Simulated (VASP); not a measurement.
Write the native input for VASP 6.6.1 that does the following.

```
Task                   : single point
Functional             : r2SCAN
Potentials or basis    : VASP PAW PBE potentials, release 64 (Al, Ru_pv)
Cutoff                 : 520 eV
k mesh                 : 10 × 10 × 10
Occupations            : fermi-dirac, width 0.15 eV
Spin                   : no spin polarisation
Dipole correction      : no
Further INCAR settings : ALGO = Normal; EDIFF = 1e-06; NBANDS = 16
```

Crystal: AlRu.

```
CELL_PARAMETERS angstrom
2.97152 0.00000 0.00000
0.00000 2.97152 0.00000
0.00000 0.00000 2.97152
ATOMIC_POSITIONS crystal
Al 0.00000 0.00000 0.00000
Ru 0.50000 0.50000 0.50000
```

These files were run (other wordings do the same):

POSCAR

```
AlRu
1.0
    2.9715215427      0.0000000000      0.0000000000
    0.0000000000      2.9715215427      0.0000000000
    0.0000000000      0.0000000000      2.9715215427
Al Ru
1 1
Direct
    0.0000000000      0.0000000000      0.0000000000
    0.5000000000      0.5000000000      0.5000000000
```

INCAR.step1

```
PREC = Accurate
ENCUT = 520
ISMEAR = -1
SIGMA = 0.15
LREAL = F
LASPH = T
NELM = 80
NBANDS = 16
GGA = PE
ALGO = Normal
EDIFF = 1E-4
LWAVE = T
LCHARG = F
```

INCAR.step2

```
PREC = Accurate
ENCUT = 520
EDIFF = 1E-6
ISMEAR = -1
SIGMA = 0.15
LREAL = F
LASPH = T
NELM = 80
ALGO = Normal
ISIF = 2
LWAVE = F
LCHARG = F
METAGGA = R2SCAN
LMIXTAU = T
NBANDS = 16
ISTART = 1
```

KPOINTS

```
Automatic mesh
0
Gamma
  10 10 10
```

Potentials or basis: VASP PAW PBE potentials, release 64 (Al, Ru_pv).

Launch:

```console
$ cat potpaw_PBE.64/Al/POTCAR potpaw_PBE.64/Ru_pv/POTCAR > POTCAR
$ cp INCAR.step1 INCAR
$ mpirun -np 1 vasp_std > vasp.out
$ cp INCAR.step2 INCAR
$ mpirun -np 1 vasp_std > vasp.out
```

It gave:

The pressure is 3.0 GPa.

Caveat: the PAW data sets were made with another functional, which shifts forces and pressure a little.

Wall time 94 s on 1 thread of AMD EPYC 7R13 Processor (Zen 3), on a shared host, peak memory 0.13 GiB.
